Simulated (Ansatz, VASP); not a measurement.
**One calculation of NiO, two programs**

```xyz
2
Lattice="2.5046 0.0000 0.0000 0.0000 2.5046 0.0000 0.0000 0.0000 2.5046" Properties=species:S:1:pos:R:3 pbc="T T T"
Ni    0.0000    0.0000    0.0000
O     1.2523    1.2523    1.2523
```

Alike in both runs: task relaxation of cell and atoms; functional PBE; dispersion D4; k mesh 11 × 11 × 11; occupations fermi-dirac, width 0.05 eV; collinear spin.

|  | VASP | Ansatz |
| --- | --- | --- |
| version | VASP 6.6.1 | Ansatz 0.2.0 |
| potentials or method | VASP PAW PBE potentials, release 64 (Ni, O) | Ansatz PAW |
| plane-wave cutoff (eV) | 600 | 420 |
| valence electrons in the cell | 16 | 24 |

```tsv
	VASP	Ansatz	Ansatz less VASP
gap on the k mesh at the Fermi level, each at its own relaxed structure (eV)	none	none	-
net moment per atom (μB)	0.96	0.98	+0.015
size of the moment on the site where the two differ most (μB)	1.39	1.44	+0.055
relaxed volume (Å³/atom)	8.77	8.79	+0.018
relaxed cell length with the largest relative difference (Å)	2.598	2.600	+0.0017
```

Site moments also hang on the region over which each program counts them. A gap of «none» marks a metal or a gap that the smearing closes. VASP's potentials hold 16 valence electrons a cell and Ansatz's 24, so a difference there can come from the potentials and not from the codes.

Noted on Ansatz's run: the plane-wave basis is chosen anew once the cell has moved, so the energies of steps on either side of that aren't comparable.
